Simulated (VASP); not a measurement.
# Ga25N23 (a cell with a defect) in VASP: a series of runs

Ga25N23 (a cell with a defect) is run at these levels: PBE; tasks: single point.

Everything below comes from runs of VASP 6.6.1. Logs are shortened: lines on timing, memory, paths and dates and some standing lists are left out, and cuts for length are marked.

## (1) The cell of the first run

The cell holds a defect, 48 atoms: a = 8.302 Å, b = 8.302 Å, c = 8.302 Å, α = 84.36°, β = 84.36°, γ = 84.36°.

## (2) Single point, PBE, collinear spin

INCAR

```
ALGO     = Normal         # electronic algorithm
EDIFF    = 1E-6           # SCF threshold, eV
ENCUT    = 520            # plane-wave cutoff, eV
GGA      = PE             # functional
ISIF     = 2              # what is computed and relaxed
ISMEAR   = 0              # smearing method
ISPIN    = 2              # spin polarisation
LASPH    = True           # aspherical terms in the spheres
LCHARG   = False          # write CHGCAR
LORBIT   = 11             # projections on sites
LREAL    = Auto         
LWAVE    = False          # write WAVECAR
MAGMOM   = 0.2 0 0 0 0 0 0 0 0 0 0 0 0.2 0.2 0 0 0.2 0 0 0 0 0 0 0 0.2 0 0 0 0 0 0 0 0 0 0 0 0 0 0 0 0 0 0 0 0 0 0 0 # initial moments
NBANDS   = 254            # bands
NELECT   = 441.0        
NELM     = 150            # most SCF steps
PREC     = Accurate       # precision mode
SIGMA    = 0.01           # smearing width, eV
```

KPOINTS

```
k-points
0
Gamma
  1 1 1
```

POSCAR

```
Ga25N23
1.0
   -3.2183708160      5.5743817707     -5.2431684095
    6.4367416318      0.0000000001     -5.2431684095
   -3.2183708159     -5.5743817708     -5.2431684095
Ga N
25 23
Direct
    0.0199169061      0.1865835727      0.3532502394
    0.6715057129      0.3329355163      0.5019482825
    0.3244912503     -0.0001272854      0.1667125755
    0.1686149491      0.8381723795      0.4996021829
    0.8333792422      0.4911579169      0.1665393813
    0.5000423706      0.6616419225      0.3344824326
    0.1662688496      0.3352816158      0.0048390462
    0.8332060479      0.0000459089      0.6578245836
    0.4949752558      0.1678157659      0.8333757040
    0.0011490992      0.6667090373      0.8283085891
    0.6684468417      0.8351135084      0.0017801751
    0.3354509148      0.5021175815      0.6687842481
    0.0118590365      0.7976024517      0.1565244821
    0.6309357850     -0.0101421846      0.3451923699
    0.3381965952      0.6629221229     -0.0003144431
    0.1752699240      0.5039811859      0.3368976661
    0.8231911488      0.1785257032     -0.0357308817
    0.5009023774      0.3293195333      0.1669629662
    0.1626528667      0.0002962995      0.8342357108
    0.8336296328      0.6675690441      0.4959862000
    0.4962554562      0.8330188903      0.6715299285
    0.0035643327      0.3419365907      0.6706478526
    0.6663522236      0.5048632618      0.8295887895
    0.3373145193      0.1702309994      0.5086032574
    0.8788019368      0.0454686035      0.2121352702
    0.5399446701      0.2118084262      0.3792814907
    0.2107906466      0.8695884130      0.0375098315
    0.0459481573      0.7066113368      0.3784750929
    0.7041764981      0.3774573132      0.0362550797
    0.3791952960      0.5381998536      0.2073897562
    0.0451417596      0.2126148240      0.8732780034
    0.7029217463      0.8708431648      0.5441239799
    0.3715331869      0.0407230895      0.7125286294
    0.8740564229      0.5458619627      0.7048665202
    0.5422714029      0.7089380695      0.8756047362
    0.2104120515      0.3770787181      0.5437453848
    0.2224923326      0.0445637575      0.3824634748
    0.8778970908      0.2157968081      0.5558256659
    0.5281127106      0.8674861969      0.2042879952
    0.3750354211      0.7082103860      0.5419795609
    0.0491301415      0.3891589993      0.2112304242
    0.7092780938      0.5400346736      0.3732902835
    0.3733680069      0.2066236169      0.0426114271
    0.0399569502      0.8759447604      0.7067013402
    0.7008195302      0.0376213285      0.8614460439
    0.2086462275      0.5417020878      0.8748770526
    0.8709546619      0.6947793772      0.0341528635
    0.5415437193      0.3753128942      0.7083687545
```

Potentials or basis: VASP PAW PBE potentials, release 64 (Ga_d, N).

The run is started by

```console
$ cat potpaw_PBE.64/Ga_d/POTCAR potpaw_PBE.64/N/POTCAR > POTCAR
$ mpirun -np 1 vasp_gam > vasp.out
```

OUTCAR:

```text
EDIFF = 1E-6
   ENCUT = 520
   GGA = PE
   ISIF = 2
   ISMEAR = 0
   ISPIN = 2
   LASPH = True
   LORBIT = 11
   LREAL = Auto
   NELECT = 441.0
   NELM = 150
   PREC = Accurate

 ion  position               nearest neighbor table
   1  0.020  0.187  0.353-  37 1.98  38 1.98  41 1.98  25 2.22
   2  0.672  0.333  0.502-  38 1.95  42 1.97  26 1.97  48 1.98
   3  0.324  1.000  0.167-  37 1.96  39 1.96  27 1.96  43 1.97
   4  0.169  0.838  0.500-  37 1.95  44 1.97  28 1.97  40 1.98
   5  0.833  0.491  0.167-  41 1.96  47 1.96  29 1.96  42 1.97
   6  0.500  0.662  0.334-  30 1.95  39 1.95  42 1.96  40 1.97
[... 40 lines left out ...]
  47  0.871  0.695  0.034-  13 1.93  10 1.95   5 1.96  11 1.97
  48  0.542  0.375  0.708-  12 1.96  23 1.97   9 1.97   2 1.98

  LATTYP: Found a trigonal (rhomboedric) cell.
 ALAT       =     8.3019550592
 COS(alpha) =     0.0982987805

  Lattice vectors:

 A1 = (  -3.2183708160,   5.5743817707,  -5.2431684095)
 A2 = (   6.4367416318,   0.0000000001,  -5.2431684095)
 A3 = (  -3.2183708159,  -5.5743817708,  -5.2431684095)

Analysis of symmetry for initial positions (statically):
=====================================================================
 Subroutine PRICEL returns:
 Original cell was already a primitive cell.

 Routine SETGRP: Setting up the symmetry group for a
 trigonal (rhombohedral) supercell.

 Subroutine GETGRP returns: Found  3 space group operations
 (whereof  1 operations were pure point group operations)
 out of a pool of 12 trial point group operations.

The static configuration has the point symmetry C_1 .
 The point group associated with its full space group is C_3 .

Analysis of symmetry for dynamics (positions and initial velocities):
=====================================================================
 Subroutine PRICEL returns:
 Original cell was already a primitive cell.

 Routine SETGRP: Setting up the symmetry group for a
 trigonal (rhombohedral) supercell.

 Subroutine GETGRP returns: Found  3 space group operations
 (whereof  1 operations were pure point group operations)
 out of a pool of 12 trial point group operations.

The dynamic configuration has the point symmetry C_1 .
 The point group associated with its full space group is C_3 .

Analysis of structural, dynamic, and magnetic symmetry:
=====================================================================
 Subroutine PRICEL returns:
 Original cell was already a primitive cell.

 Routine SETGRP: Setting up the symmetry group for a
 trigonal (rhombohedral) supercell.

 Subroutine GETGRP returns: Found  3 space group operations
 (whereof  1 operations were pure point group operations)
 out of a pool of 12 trial point group operations.

The overall configuration has the point symmetry C_1 .
 The point group associated with its full space group is C_3 .

 Subroutine INISYM returns: Found  3 space group operations
 (whereof  1 operations are pure point group operations),
 and found     1 'primitive' translations

----------------------------------------------------------------------------------------

                                     Primitive cell

  volume of cell :     564.3881

  direct lattice vectors                    reciprocal lattice vectors
    -3.218370816  5.574381771 -5.243168409    -0.051786036  0.089696045 -0.063574791
     6.436741632  0.000000000 -5.243168409     0.103572072  0.000000000 -0.063574791
    -3.218370816 -5.574381771 -5.243168409    -0.051786036 -0.089696045 -0.063574791

  length of vectors
     8.301955059  8.301955059  8.301955059     0.121527479  0.121527479  0.121527479

  position of ions in fractional coordinates (direct lattice)
[... 134 lines left out ...]
   ions per type =              25  23
   NGX,Y,Z   is equivalent  to a cutoff of  12.82, 12.82, 12.82 a.u.
   NGXF,Y,Z  is equivalent  to a cutoff of  25.63, 25.63, 25.63 a.u.
 SYSTEM =  unknown system
   PREC   = accura    normal or accurate (medium, high low for compatibility)
   ISTART =      0    job   : 0-new  1-cont  2-samecut
[... 42 lines left out ...]
  ---------------------------------------------------
  free energy    TOTEN  =      -272.64995767 eV

  energy without entropy =     -272.64995767  energy(sigma->0) =     -272.64995767

 E-fermi :   7.0660     XC(G=0): -11.6431

 val. band max:        7.0074242417   @ k =   0.0000   0.0000   0.0000
 cond. band min:       7.1240581551   @ k =   0.0000   0.0000   0.0000
 fundamental gap:      0.1166339134
 Fermi energy:         7.0660324906

 spin component 1

 k-point     1 :       0.0000    0.0000    0.0000
  band No.  band energies     occupation
      1     -10.7420      1.00000
      2     -10.0617      1.00000
      3     -10.0617      1.00000
      4     -10.0498      1.00000
      5     -10.0156      1.00000
      6     -10.0156      1.00000
[... 224 lines left out ...]
    231      10.0898      0.00000
    232      10.2289      0.00000
 Fermi energy:         7.0660324906

 spin component 2

 k-point     1 :       0.0000    0.0000    0.0000
  band No.  band energies     occupation
      1     -10.6803      1.00000
      2     -10.0021      1.00000
      3     -10.0021      1.00000
      4      -9.9959      1.00000
      5      -9.9559      1.00000
      6      -9.9559      1.00000
[... 224 lines left out ...]
    231      10.1753      0.00000
    232      10.3109      0.00000
 [bands above 232 left out]

------------------------ aborting loop because EDIFF is reached ----------------------------------------

  FORCE on cell =-STRESS in cart. coord.  units (eV):
  Direction    XX          YY          ZZ          XY          YZ          ZX
  --------------------------------------------------------------------------------------
  -------------------------------------------------------------------------------------
  Total       27.1859056     27.1859056     47.3500357      0.0000003      0.0000000      0.0000000
  in kB       77.1749823     77.1749823    134.4166432      0.0000009      0.0000000      0.0000000
  external PRESSURE =      96.2555359 kB  Pullay stress =       0.0000000 kB

 VOLUME and BASIS-vectors are now :
 -----------------------------------------------------------------------------
  energy-cutoff  :      520.00
  volume of cell :      564.39
      direct lattice vectors                 reciprocal lattice vectors
    -3.218370816  5.574381771 -5.243168409    -0.051786036  0.089696045 -0.063574791
     6.436741632  0.000000000 -5.243168409     0.103572072  0.000000000 -0.063574791
    -3.218370816 -5.574381771 -5.243168409    -0.051786036 -0.089696045 -0.063574791

 POSITION                                       TOTAL-FORCE (eV/Angst)
 -----------------------------------------------------------------------------------
     -0.00000     -1.85813     -2.93487         0.000000     -0.000000      0.022135
     -1.63359      0.94518     -7.89825        -0.000221      0.001267      0.000558
      4.85505      0.87952     -7.81797        -0.001118      0.000776      0.003363
      3.24453     -1.84505     -7.89825         0.001208     -0.000442      0.000558
     -0.05665      3.71722     -7.81797         0.001231      0.000580      0.003363
      1.57301      0.92289     -7.84465         0.001946      0.001936      0.008732
[... 40 lines left out ...]
      1.55914      4.66465     -8.38848        -0.005062     -0.000715     -0.000384
     -1.60689     -0.92995     -8.52133        -0.001450      0.001455     -0.003063
 -----------------------------------------------------------------------------------
    total drift:                               -0.001193     -0.000601      0.000467

  FREE ENERGIE OF THE ION-ELECTRON SYSTEM (eV)
  ---------------------------------------------------
  free  energy   TOTEN  =      -272.6499576693 eV

  energy  without entropy=     -272.6499576693  energy(sigma->0) =     -272.64995767

 total charge

# of ion       s       p       d       tot
------------------------------------------
    1        0.854   0.948  10.123  11.925
    2        0.788   0.868  10.164  11.819
    3        0.788   0.877  10.168  11.833
    4        0.788   0.868  10.164  11.819
    5        0.788   0.877  10.168  11.833
    6        0.790   0.890  10.173  11.853
[... 40 lines left out ...]
   47        1.237   2.509   0.000   3.746
   48        1.233   2.500   0.000   3.734
--------------------------------------------------
tot         48.601  80.136 253.894 382.632

 magnetization (x)

# of ion       s       p       d       tot
------------------------------------------
    1       -0.001  -0.000   0.010   0.009
    2        0.013  -0.001  -0.000   0.011
    3        0.013   0.000   0.000   0.014
    4        0.013  -0.001  -0.000   0.011
    5        0.013   0.000   0.000   0.014
    6        0.012   0.001   0.001   0.014
[... 40 lines left out ...]
   47        0.017   0.028   0.000   0.045
   48        0.018   0.001   0.000   0.019
--------------------------------------------------
tot          0.720   1.266   0.107   2.093
```

It took 20 min on 1 thread of Intel Xeon Platinum 8259CL at 2.50GHz (Skylake/Cascade Lake), shared host; peak memory 0.78 GiB.

What came out:

| Property | Result |
| --- | --- |
| Free energy | -272.6500 eV |
| Largest force | 0.022 eV/Å |
| Net moment | 3.00 μB per cell |
| Site moments | Ga +0.01, +0.02, +0.15, +0.47 (each value once); N +0.07, +0.08, +0.02, +0.03, +0.04 (each value once) μB |
| Valence electrons inside the program's atomic spheres | Ga 11.93, 11.82, 11.83, 11.85, 11.78, 11.90, 12.10 (each value once); N 3.73, 3.75, 3.74 (each value once) |

Forces in eV/Å, atoms in the order of the input:
```
Ga   0.000  0.000  0.022
Ga   0.000  0.001  0.001
Ga  -0.001  0.001  0.003
Ga   0.001  0.000  0.001
Ga   0.001  0.001  0.003
Ga   0.002  0.002  0.009
Ga  -0.001 -0.001  0.001
Ga   0.000 -0.001  0.003
Ga  -0.003  0.001  0.009
Ga   0.001 -0.003  0.009
Ga   0.000  0.000 -0.011
Ga   0.000  0.000 -0.001
Ga   0.001  0.002 -0.009
Ga  -0.002  0.000 -0.009
Ga   0.000  0.006  0.001
Ga   0.000  0.002  0.009
Ga   0.002 -0.002 -0.009
Ga   0.004  0.001  0.004
Ga  -0.003  0.003  0.004
Ga  -0.001 -0.004  0.004
Ga  -0.006 -0.003  0.001
Ga   0.002 -0.001  0.009
Ga   0.005 -0.004  0.001
Ga  -0.002 -0.001  0.009
Ga   0.000  0.000  0.003
N   -0.007 -0.002  0.000
N    0.001 -0.008  0.001
N    0.002  0.007  0.000
N   -0.007  0.003  0.001
N   -0.005 -0.005 -0.005
N    0.005 -0.005  0.000
N    0.006  0.005  0.001
N    0.006 -0.002 -0.005
N   -0.002  0.006 -0.005
N    0.000  0.000  0.004
N    0.000  0.000  0.000
N    0.003  0.001 -0.012
N   -0.002  0.002 -0.012
N    0.003 -0.004  0.000
N    0.002  0.001 -0.003
N   -0.001 -0.003 -0.012
N    0.001  0.001 -0.005
N   -0.001  0.000 -0.005
N    0.000 -0.001 -0.005
N    0.002  0.005  0.000
N   -0.001 -0.002 -0.003
N   -0.005 -0.001  0.000
N   -0.001  0.001 -0.003
```

Levels at points of the mesh, in eV from the Fermi level:
Spin up:
| k point | band 220 | band 221 | band 222 | band 223 | band 224 | band 225 |
| --- | --- | --- | --- | --- | --- | --- |
| (0.00, 0.00, 0.00) | -0.58 | -0.58 | -0.06 | 2.09 | 2.68 | 2.72 |
Spin down:
| k point | band 215 | band 216 | band 217 | band 218 | band 219 | band 220 | band 221 | band 222 | band 223 | band 224 |
| --- | --- | --- | --- | --- | --- | --- | --- | --- | --- | --- |
| (0.00, 0.00, 0.00) | -2.81 | -2.18 | -2.12 | -2.12 | -0.52 | 0.06 | 0.07 | 0.07 | 2.17 | 2.79 |

Caveat: the k points lie up to 0.76 Å⁻¹ apart; the cell carries a net charge on a neutralising background, which shifts energy and pressure; the cell is charged against a uniform background, so pressure and absolute levels hang on convention.

## (3) Single point, PBE

INCAR

```
PREC = Accurate
ENCUT = 520
EDIFF = 1E-6
ISMEAR = 0
SIGMA = 0.01
LREAL = Auto
LASPH = True
NELM = 80
ALGO = Fast
ISIF = 2
LWAVE = False
LCHARG = False
GGA = PE
NBANDS = 250
```

KPOINTS

```
Automatic mesh
0
Gamma
  3 3 3
```

POSCAR

```
Ga25N23
1.0
   -3.2183708160      5.5743817707     -5.2431684095
    6.4367416318      0.0000000001     -5.2431684095
   -3.2183708159     -5.5743817708     -5.2431684095
Ga N
25 23
Direct
    0.0203250403      0.1869917070      0.3536583736
    0.6715158386      0.3332228938      0.5022325827
    0.3241238416     -0.0006160039      0.1668246555
    0.1688992493      0.8381825052      0.4998895604
    0.8334913222      0.4907905083      0.1660506627
    0.5001179615      0.6612925066      0.3344929947
    0.1665562271      0.3355659160      0.0048491719
    0.8327173294      0.0001579888      0.6574571750
    0.4946258399      0.1678263280      0.8334512948
    0.0011596613      0.6667846282      0.8279591732
    0.6692948545      0.8359615211      0.0026281878
    0.3355624534      0.5022291201      0.6688957867
    0.0114561459      0.7980268145      0.1568264343
    0.6313601478     -0.0098402323      0.3447894792
    0.3391929367      0.6628984540     -0.0001890066
    0.1758568378      0.5038121120      0.3372285962
    0.8234931010      0.1781228125     -0.0353065188
    0.5011379278      0.3285550905      0.1671980670
    0.1618884238      0.0005314003      0.8344712611
    0.8338647336      0.6678045945      0.4952217571
    0.4962317873      0.8331443268      0.6725262701
    0.0038952629      0.3425235045      0.6704787787
    0.6664776601      0.5058596034      0.8295651206
    0.3371454453      0.1705619295      0.5091901711
    0.8789136228      0.0455802895      0.2122469561
    0.5397508386      0.2119246025      0.3797085165
    0.2102545776      0.8687716255      0.0370088905
    0.0463751832      0.7064175053      0.3785912692
    0.7036755571      0.3769212443      0.0354382921
    0.3793477156      0.5374823337      0.2071240739
    0.0452579359      0.2130418498      0.8730841720
    0.7021049588      0.8703422238      0.5435879110
    0.3708156671      0.0404574072      0.7126810489
    0.8737907405      0.5460143822      0.7041490004
    0.5426647314      0.7093313980      0.8759980647
    0.2106500204      0.3773166871      0.5439833538
    0.2225269972      0.0441989147      0.3827253674
    0.8775322481      0.2160587007      0.5558603305
    0.5273295055      0.8672260079      0.2050845841
    0.3750975386      0.7081467187      0.5420635922
    0.0493920340      0.3891936638      0.2108655814
    0.7095406821      0.5395187443      0.3725497691
    0.3728520777      0.2058831025      0.0428740155
    0.0392164358      0.8762073488      0.7061854110
    0.7005593413      0.0384179174      0.8606628389
    0.2087302589      0.5417642053      0.8748133853
    0.8717512507      0.6939961722      0.0338926746
    0.5414800520      0.3753969255      0.7084308719
```

Potentials or basis: VASP PAW PBE potentials, release 64 (Ga_d, N).

The run is started by

```console
$ cat potpaw_PBE.64/Ga_d/POTCAR potpaw_PBE.64/N/POTCAR > POTCAR
$ mpirun -np 1 vasp_std > vasp.out
```

Run time: 44 min. Hardware: 1 thread of Oxide Virtual Turin-like, shared host; peak memory 0.88 GiB.

Results (log left out):

- Free energy: -279.7089 eV
- Pressure: 6.1 GPa
- Largest force: 0.013 eV/Å
- Band gap on the k mesh: zero (bands 220 and 221 overlap by 0.08 eV)

Forces on the atoms (eV/Å):
```
Ga   0.000  0.000  0.010
Ga   0.001 -0.003 -0.006
Ga   0.002  0.000  0.007
Ga  -0.003  0.001 -0.006
Ga  -0.001 -0.002  0.007
Ga  -0.003 -0.002  0.006
Ga   0.003  0.002 -0.006
Ga  -0.001  0.002  0.007
Ga   0.003 -0.002  0.006
Ga   0.000  0.004  0.006
Ga   0.000  0.000  0.010
Ga   0.000  0.000 -0.011
Ga   0.004  0.000 -0.007
Ga  -0.002  0.003 -0.007
Ga  -0.002  0.011 -0.002
Ga   0.002  0.009 -0.001
Ga  -0.002 -0.004 -0.007
Ga   0.008  0.003 -0.003
Ga  -0.006  0.005 -0.003
Ga  -0.002 -0.008 -0.003
Ga  -0.009 -0.007 -0.002
Ga   0.007 -0.006 -0.001
Ga   0.011 -0.004 -0.002
Ga  -0.009 -0.003 -0.001
Ga   0.000  0.000  0.013
N   -0.004 -0.005  0.002
N    0.000 -0.003 -0.007
N   -0.003  0.006  0.002
N   -0.003  0.001 -0.007
N   -0.002 -0.005 -0.001
N    0.007 -0.001  0.002
N    0.003  0.002 -0.007
N    0.005  0.001 -0.001
N   -0.003  0.004 -0.001
N    0.000  0.000 -0.005
N    0.000  0.000  0.001
N    0.003 -0.005  0.006
N    0.003  0.005  0.006
N   -0.002  0.001 -0.010
N    0.004  0.002  0.004
N   -0.005  0.000  0.006
N    0.002  0.004  0.005
N   -0.004  0.000  0.005
N    0.002 -0.003  0.005
N    0.000 -0.002 -0.010
N   -0.001 -0.005  0.004
N    0.001  0.001 -0.010
N   -0.004  0.003  0.004
```

Stress tensor (GPa, compression positive):
```
5.10 0.00 0.00
0.00 5.10 0.00
0.00 0.00 7.95
```

Levels at points of the mesh, in eV from the Fermi level:
```
           k point  band 217  band 218  band 219  band 220  band 221  band 222  band 223  band 224
(0.00, 0.00, 0.00)     -1.77     -1.77     -0.27      0.08      0.08      0.42      2.54      3.15
```

The gap in the log of VASP goes by the Fermi energy; the results here count the filled bands.